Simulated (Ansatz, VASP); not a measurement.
## One calculation of ZrB, two programs

File INCAR:

```
SYSTEM = ZrB
  ALGO = Normal
  EDIFF = 1E-6
  ENCUT = 520
  GGA = CA
  ISIF = 2
  ISMEAR = 0
  LASPH = .TRUE.
  LCHARG = .TRUE.
  LELF = .TRUE.
  LREAL = .FALSE.
  LVHAR = .TRUE.
  LWAVE = .FALSE.
  NBANDS = 14
  NELM = 60
  PREC = Accurate
  SIGMA = 0.15
```

Contents of KPOINTS:

```
k-points
0
G
  16 16 16
  0 0 0
```

The input POSCAR:

```
ZrB
1.0
    0.0000000000      2.4153850465      2.2383373226
    2.5844619998      0.0000000000      2.2383373226
    2.5844619998      2.4153850465      0.0000000000
Zr B
1 1
Direct
    0.0000000000      0.0000000000      0.0000000000
    0.5000000000      0.5000000000      0.5000000000
```

Input for Ansatz:

```yaml
crystal:
  lattice:
    - [0.0, 2.4153850465, 2.2383373226]
    - [2.5844619998, 0.0, 2.2383373226]
    - [2.5844619998, 2.4153850465, 0.0]
  atoms:
    - { symbol: Zr, position: [0.0, 0.0, 0.0] }
    - { symbol: B, position: [0.5, 0.5, 0.5] }
basis:
  ecutwfc: 520.0
kpoints:
  mp_grid: { grid: [16, 16, 16] }
hamiltonian:
  xc: lda
scf:
  occupations: { method: gaussian, width: 0.15 }
output:
  forces: true
  stress: true
  eigenvalues: true
```

Change from the starting cell: normal strain along x +0.0700, normal strain along z -0.0733.

Alike in both runs: task single point; functional LDA; k mesh 16 × 16 × 16; occupations gaussian, width 0.15 eV; no spin polarisation.

|  | VASP | Ansatz |
| --- | --- | --- |
| version | VASP 6.6.1 | Ansatz 0.2.0 |
| potentials or method | VASP PAW LDA potentials, release 64 (Zr_sv, B), cutoff 520 eV | scalar-relativistic, plane waves, PAW |
| valence electrons in the cell | 15 | 15 |

|  | VASP | Ansatz | Ansatz less VASP |
| --- | --- | --- | --- |
| gap on the k mesh at the Fermi level (eV) | none | none | - |
| pressure (GPa) | 5.4 | 5.1 | -0.32 |
| traceless stress, the component that is largest in VASP (GPa) | 24.08 | 24.05 | -0.032 |

LDA's correlation is that of Perdew and Zunger in VASP and of Perdew and Wang (1992) in Ansatz. A gap of «none» marks a metal or a gap that the smearing closes.
